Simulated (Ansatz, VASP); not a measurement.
## Cs: VASP beside Ansatz

INCAR

```
  PREC = Accurate
  ENCUT = 520
  EDIFF = 1E-6
  ISMEAR = 0
  SIGMA = 0.1
  LREAL = False
  LASPH = True
  NELM = 80
  ALGO = Normal
  ISIF = 2
  LWAVE = False
  LCHARG = False
  GGA = PE
  NBANDS = 10
```

File KPOINTS:

```
Automatic mesh
0
Gamma
  10 10 10
```

Contents of POSCAR:

```
Cs
1.0
   -2.9509704872      2.9509704872      2.9509704872
    2.9509704872     -2.9509704872      2.9509704872
    2.9509704872      2.9509704872     -2.9509704872
Cs
1
Direct
    0.0000000000      0.0000000000      0.0000000000
```

Input for Ansatz:

```yaml
crystal:
  lattice:
    - [-2.9509704872, 2.9509704872, 2.9509704872]
    - [2.9509704872, -2.9509704872, 2.9509704872]
    - [2.9509704872, 2.9509704872, -2.9509704872]
  atoms:
    - { symbol: Cs, position: [0.0, 0.0, 0.0] }
basis:
  ecutwfc: 420
kpoints:
  mp_grid: { grid: [10, 10, 10] }
hamiltonian:
  xc: pbe
scf:
  occupations: { method: gaussian, width: 0.1 }
output:
  forces: true
  stress: true
  eigenvalues: true
```

Alike in both runs: task single point; functional PBE; k mesh 10 × 10 × 10; occupations gaussian, width 0.1 eV; no spin polarisation.

|  | VASP | Ansatz |
| --- | --- | --- |
| version | VASP 6.6.1 | Ansatz 0.2.0 |
| potentials or method | VASP PAW PBE potentials, release 64 (Cs_sv), cutoff 520 eV | scalar-relativistic, plane waves, PAW |
| valence electrons in the cell | 9 | 9 |

|  | VASP | Ansatz | Ansatz less VASP |
| --- | --- | --- | --- |
| gap on the k mesh at the Fermi level (eV) | none | none | - |
| pressure (GPa) | 0.3 | 0.3 | +0.01 |

A gap of «none» marks a metal or a gap that the smearing closes.

Neither program's run includes spin-orbit coupling.
